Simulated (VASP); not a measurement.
Ca: single point with PBE+D4

The system is Ca.

```xyz
1
Lattice="0.0000 2.7564 2.7564 2.7564 0.0000 2.7564 2.7564 2.7564 0.0000" Properties=species:S:1:pos:R:3 pbc="T T T"
Ca    0.0000    0.0000    0.0000
```

This cell differs from its parent crystal: volume scaled by 0.96.

| Quantity | Value |
| --- | --- |
| Program | VASP 6.6.1 |
| Task | single point |
| Functional | PBE |
| Dispersion | D4 |
| Potentials or basis | VASP PAW PBE potentials, release 64 (Ca_sv) |
| Cutoff | 520 eV |
| k mesh | 8 × 8 × 8 |
| Occupations | tetrahedron |
| Spin | no spin polarisation |

The pressure is -0.7 GPa. The band gap on the k mesh is zero (band 5 reaches 2.19 eV, above the bottom of band 6 at 1.84 eV) and the dispersion energy per atom is -0.176 eV.

Levels at points of the mesh, in eV from the Fermi level:
```csv
k point,band 2,band 3,band 4,band 5,band 6,band 7,band 8,band 9
"(0.00, 0.00, 0.00)",-22.89,-22.89,-22.89,-4.04,2.36,2.36,2.36,3.44
"(0.50, 0.00, 0.00)",-23.04,-22.91,-22.91,-0.99,-0.16,2.24,2.24,4.14
"(0.50, 0.50, 0.00)",-23.03,-22.94,-22.94,-0.46,0.58,0.98,4.13,4.32
```

Run time: 11 s on 1 thread of Intel(R) Xeon(R) Platinum 8375C CPU @ 2.90GHz (Ice Lake), with other jobs on the host, peak memory 0.17 GiB.

Caveat: pairwise dispersion overbinds metals, which lowers pressure and volume; tetrahedron occupations give inexact forces and stress in metals.
